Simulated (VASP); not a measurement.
Input of a VASP 6.6.1 run:

Contents of INCAR:

```
ALGO = Normal ; EDIFF = 1E-6
ENCUT = 520 ; GGA = PE
ISIF = 2 ; ISMEAR = 0
ISPIN = 2 ; LASPH = T
LCHARG = T ; LELF = T
LMAXMIX = 4 ; LORBIT = 11
LREAL = F ; LVHAR = T
LWAVE = F ; MAGMOM = 3.23 0 0 -0.01 -0.01 -0.01
NBANDS = 42 ; NELM = 150
PREC = Accurate ; SIGMA = 0.1
```

File KPOINTS:

```
k-points
0
Gamma
  3 3 6
```

File POSCAR:

```
NbIn2S3
1.0
    6.9333962777      0.0000000000      0.0000000000
   -3.4666981389      6.0044973110      0.0000000000
    0.0000000000      0.0000000000      3.4943860795
Nb In S
1 2 3
Direct
    0.0000000000      0.0000000000      0.0000000000
    0.6666666667      0.3333333333      0.0000000000
    0.3333333333      0.6666666667      0.0000000000
    0.0000000000      0.5000000000      0.5000000000
    0.5000000000      0.0000000000      0.5000000000
    0.5000000000      0.5000000000      0.5000000000
```

Potentials or basis: VASP PAW PBE potentials, release 64 (Nb_sv, In_d, S).

Command:

```bash
$ cat potpaw_PBE.64/Nb_sv/POTCAR potpaw_PBE.64/In_d/POTCAR potpaw_PBE.64/S/POTCAR > POTCAR
$ mpirun -np 1 vasp_std > vasp.out
```

(1) What does it give for the pressure?

(2) Predict the site moments.

(3) Estimate the net moment.

Answers

(1) -0.1 GPa.

(2) Nb +2.27; In +0.00; S -0.01 μB.

(3) 3.26 μB per cell.
